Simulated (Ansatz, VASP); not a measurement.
## One calculation of Sb6Se, two programs

```xyz
7
Lattice="7.3110 0.0000 0.0000 0.0000 7.3110 0.0000 0.0000 0.0000 7.3110" Properties=species:S:1:pos:R:3 pbc="T T T"
Sb    1.5438    3.6555    3.6555
Sb    3.6555    1.5438    3.6555
Sb    5.7672    3.6555    3.6555
Sb    3.6555    5.7672    3.6555
Sb    3.6555    3.6555    1.5438
Sb    3.6555    3.6555    5.7672
Se    0.0000    0.0000    0.0000
```

Alike in both runs: task single point; functional PBE; k mesh 4 × 4 × 4; occupations fermi-dirac, width 0.05 eV; no spin polarisation.

|  | VASP | Ansatz |
| --- | --- | --- |
| version | VASP 6.6.1 | Ansatz 0.2.0 |
| potentials or method | VASP PAW PBE potentials, release 64 (Sb, Se) | Ansatz PAW |
| plane-wave cutoff (eV) | 520 | 420 |
| valence electrons in the cell | 36 | 106 |

Ansatz gave:

- gap on the k mesh at the Fermi level (eV): none
- pressure (GPa): 1.5
- rms of the force components (eV/Å): 0.278

Q: What did VASP give for the same quantities?

A: gap on the k mesh at the Fermi level (eV): none; pressure (GPa): 1.6; rms of the force components (eV/Å): 0.309.

Atom by atom the forces differ by 0.032 eV/Å (rms over components). A gap of «none» marks a metal or a gap that the smearing closes. With one functional, cell and mesh, what is left measures potentials, basis and numerics. VASP's potentials hold 36 valence electrons a cell and Ansatz's 106, so a difference there can come from the potentials and not from the codes.

Spin-orbit coupling is off throughout.
